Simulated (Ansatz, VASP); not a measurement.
# PbF2, level by level in two programs

```
CELL_PARAMETERS angstrom
0.00000 2.96366 2.96366
2.96366 0.00000 2.96366
2.96366 2.96366 0.00000
ATOMIC_POSITIONS crystal
Pb 0.00000 0.00000 0.00000
F 0.75000 0.75000 0.75000
F 0.25000 0.25000 0.25000
```

Single points on this cell with VASP 6.6.1 and Ansatz 0.2.0. Each row is one pair of runs. Alike in all rows: spin: off; Ansatz's potentials, cutoff: Ansatz PAW, 420 eV.

```csv
level,k mesh,smearing,"VASP's potentials, cutoff","gap on the k mesh at the Fermi level (eV), VASP","gap on the k mesh at the Fermi level (eV), Ansatz","least direct gap on the mesh (eV), VASP","least direct gap on the mesh (eV), Ansatz","pressure (GPa), VASP","pressure (GPa), Ansatz"
PBE-based global hybrid,5 × 5 × 5,"fermi-dirac, width 0.05 eV","VASP PAW PBE potentials, release 64 (Pb_d, F), 520 eV",5.76,5.76,6.01,6.01,1.4,1.5
PBE,8 × 8 × 8,"gaussian, width 0.029 eV","VASP PAW PBE potentials, release 64 (Pb_d, F), 600 eV",4.42,4.42,4.56,4.57,2.4,2.7
PBE,8 × 8 × 8,"gaussian, width 0.03 eV","VASP PAW PBE potentials, release 64 (Pb_d, F), 600 eV",?,4.42,?,4.57,?,2.7
```

Fill in what VASP gave in row 3.

gap on the k mesh at the Fermi level (eV): 4.42; least direct gap on the mesh (eV): 4.56; pressure (GPa): 2.4.

Spin-orbit coupling is off throughout. Noted on Ansatz's runs: odd divisions of the mesh miss points on the zone boundary, where band edges often lie, so the gap on the mesh can be too wide.
